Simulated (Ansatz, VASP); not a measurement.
Two plane-wave programs on SiC

The input INCAR:

```
  PREC = Accurate
  ENCUT = 520
  EDIFF = 1E-6
  ISMEAR = 0
  SIGMA = 0.05
  LREAL = F
  LASPH = T
  NELM = 80
  ALGO = Normal
  ISIF = 2
  LWAVE = F
  LCHARG = T
  GGA = PE
  LELF = T
  LVHAR = T
  NBANDS = 11
```

KPOINTS

```
Automatic mesh
0
Gamma
  12 12 12
```

Contents of POSCAR:

```
SiC
1.0
    0.0000000000      2.2653509241      2.2653509241
    2.2653509241      0.0000000000      2.2653509241
    2.2176275313      2.2176275313      0.0477233928
Si C
1 1
Direct
    0.0000000000      0.0000000000      0.0000000000
    0.7500000000      0.7500000000      0.7500000000
```

Input for Ansatz:

```yaml
crystal:
  lattice:
    - [0.0, 2.2653509241, 2.2653509241]
    - [2.2653509241, 0.0, 2.2653509241]
    - [2.2176275313, 2.2176275313, 0.0477233928]
  atoms:
    - { symbol: Si, position: [0.0, 0.0, 0.0] }
    - { symbol: C, position: [0.75, 0.75, 0.75] }
basis:
  ecutwfc: 520.0
kpoints:
  mp_grid: { grid: [12, 12, 12] }
hamiltonian:
  xc: pbe
scf:
  occupations: { method: gaussian, width: 0.05 }
output:
  forces: true
  stress: true
  eigenvalues: true
```

Alike in both runs: task single point; functional PBE; k mesh 12 × 12 × 12; occupations gaussian, width 0.05 eV; no spin polarisation.

|  | VASP | Ansatz |
| --- | --- | --- |
| version | VASP 6.6.1 | Ansatz 0.2.0 |
| potentials or method | VASP PAW PBE potentials, release 64 (Si, C), cutoff 520 eV | scalar-relativistic, plane waves, PAW |
| valence electrons in the cell | 8 | 8 |

```csv
,VASP,Ansatz,Ansatz less VASP
gap on the k mesh at the Fermi level (eV),1.32,1.33,+0.003
least direct gap on the mesh (eV),4.27,4.28,+0.003
pressure (GPa),-12.6,-12.6,+0.01
"traceless stress, the component that is largest in VASP (GPa)",4.78,4.76,-0.018
rms of the force components (eV/Å),0.118,0.118,0.0000
```

Atom by atom the forces differ by 0.000 eV/Å (rms over components). With one functional, cell and mesh, what is left measures potentials, basis and numerics.
